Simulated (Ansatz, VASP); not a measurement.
# One calculation of MgO, two programs

INCAR

```
SYSTEM = MgO
  PREC = Accurate
  ENCUT = 600
  EDIFF = 1E-6
  ISMEAR = 0
  SIGMA = 0.05
  LREAL = .FALSE.
  LASPH = .TRUE.
  NELM = 120
  ALGO = Normal
  ISIF = 2
  LWAVE = .FALSE.
  LCHARG = .TRUE.
  GGA = PS
  LELF = .TRUE.
  LVHAR = .TRUE.
  NBANDS = 26
  GGA_COMPAT = .FALSE.
```

The input KPOINTS:

```
Automatic mesh
0
G
  9 9 4
  0 0 0
```

POSCAR

```
MgO
1.0
    3.3034678071      0.0000000000      0.0000000000
   -1.6517339036      2.8608870415      0.0000000000
    0.0000000000      0.0000000000     10.0387760228
Mg O
4 4
Direct
    0.3333333333      0.6666666667      0.0018291710
    0.3333333333      0.6666666667      0.5018291710
    0.6666666667      0.3333333333      0.2518291710
    0.6666666667      0.3333333333      0.7518291710
    0.3333333333      0.6666666667      0.2004708290
    0.3333333333      0.6666666667      0.7004708290
    0.6666666667      0.3333333333      0.4504708290
    0.6666666667      0.3333333333      0.9504708290
```

Input for Ansatz:

```yaml
crystal:
  lattice:
    - [3.3034678071, 0.0, 0.0]
    - [-1.6517339036, 2.8608870415, 0.0]
    - [0.0, 0.0, 10.0387760228]
  atoms:
    - { symbol: Mg, position: [0.3333333333, 0.6666666667, 0.001829171] }
    - { symbol: Mg, position: [0.3333333333, 0.6666666667, 0.501829171] }
    - { symbol: Mg, position: [0.6666666667, 0.3333333333, 0.251829171] }
    - { symbol: Mg, position: [0.6666666667, 0.3333333333, 0.751829171] }
    - { symbol: O, position: [0.3333333333, 0.6666666667, 0.200470829] }
    - { symbol: O, position: [0.3333333333, 0.6666666667, 0.700470829] }
    - { symbol: O, position: [0.6666666667, 0.3333333333, 0.450470829] }
    - { symbol: O, position: [0.6666666667, 0.3333333333, 0.950470829] }
basis:
  ecutwfc: 520.0
kpoints:
  mp_grid: { grid: [9, 9, 4] }
hamiltonian:
  xc: pbesol
  pseudopotentials: { kind: paw, azcp: { folder: soft_1 } }
scf:
  occupations: { method: gaussian, width: 0.05 }
output:
  forces: true
  stress: true
  eigenvalues: true
```

Alike in both runs: task single point; functional PBEsol; k mesh 9 × 9 × 4; occupations gaussian, width 0.05 eV; no spin polarisation.

```csv
,VASP,Ansatz
version,VASP 6.6.1,Ansatz 0.2.0
potentials or method,"VASP PAW PBE potentials, release 64 (Mg, O), cutoff 600 eV","scalar-relativistic, plane waves, PAW"
valence electrons in the cell,32,64
```

```tsv
	VASP	Ansatz	Ansatz less VASP
gap on the k mesh at the Fermi level (eV)	3.36	3.36	+0.004
least direct gap on the mesh (eV)	3.36	3.36	+0.004
pressure (GPa)	-0.5	0.0	+0.46
```

VASP's potentials were made for PBE, not for PBEsol, and Ansatz warns of the same on its side. VASP's potentials hold 32 valence electrons a cell and Ansatz's 64, so a difference there can come from the potentials and not from the codes.
